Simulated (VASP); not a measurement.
Wanted: the native input for a VASP 6.6.1 run.

```
Task                   : single point
Functional             : PBE
Potentials or basis    : VASP PAW PBE potentials, release 64 (In_d, Sb)
Cutoff                 : 520 eV
k mesh                 : 8 × 8 × 8
Occupations            : gaussian, width 0.15 eV
Spin                   : no spin polarisation
Dipole correction      : no
Further INCAR settings : ALGO = Normal; EDIFF = 1e-06; NBANDS = 22
```

The structure of InSb3 lies in POSCAR:

```
InSb3
1.0
    4.9582785820      0.1684851945      0.1684851945
    0.1684851945      4.9582785820      0.1684851945
    0.1684851945      0.1684851945      4.9582785820
In Sb
1 3
Direct
    0.0000000000      0.0000000000      0.0000000000
    0.5000000000      0.0000000000      0.5000000000
    0.0000000000      0.5000000000      0.5000000000
    0.5000000000      0.5000000000      0.0000000000
```

These files were run (other wordings do the same):

INCAR

```
SYSTEM = InSb3
ALGO     = Normal         ! electronic algorithm
EDIFF    = 1E-6           ! SCF threshold, eV
ENCUT    = 520            ! plane-wave cutoff, eV
GGA      = PE             ! functional
ISIF     = 2              ! what is computed and relaxed
ISMEAR   = 0              ! smearing method
LASPH    = .True.         ! aspherical terms in the spheres
LCHARG   = .False.        ! write CHGCAR
LREAL    = .False.        ! projectors in reciprocal space
LWAVE    = .False.        ! write WAVECAR
NBANDS   = 22             ! bands
NELM     = 60             ! most SCF steps
PREC     = Accurate       ! precision mode
SIGMA    = 0.15           ! smearing width, eV
```

KPOINTS

```
k-points
0
Gamma
  8 8 8
  0 0 0
```

Potentials or basis: VASP PAW PBE potentials, release 64 (In_d, Sb).

Run with:

```sh
$ cat potpaw_PBE.64/In_d/POTCAR potpaw_PBE.64/Sb/POTCAR > POTCAR
$ mpirun -np 1 vasp_std > vasp.out
```

Results of the run:

The pressure is -3.2 GPa and the band gap on the k mesh is zero (bands 14 and 15 overlap by 3.37 eV).

Caveat: the cell stands under tension; spin-orbit coupling is left out, which moves the levels of the heavy elements.

Wall time 3.1 min on 1 thread of AMD EPYC 7R13, on a shared host, peak memory 0.31 GiB.
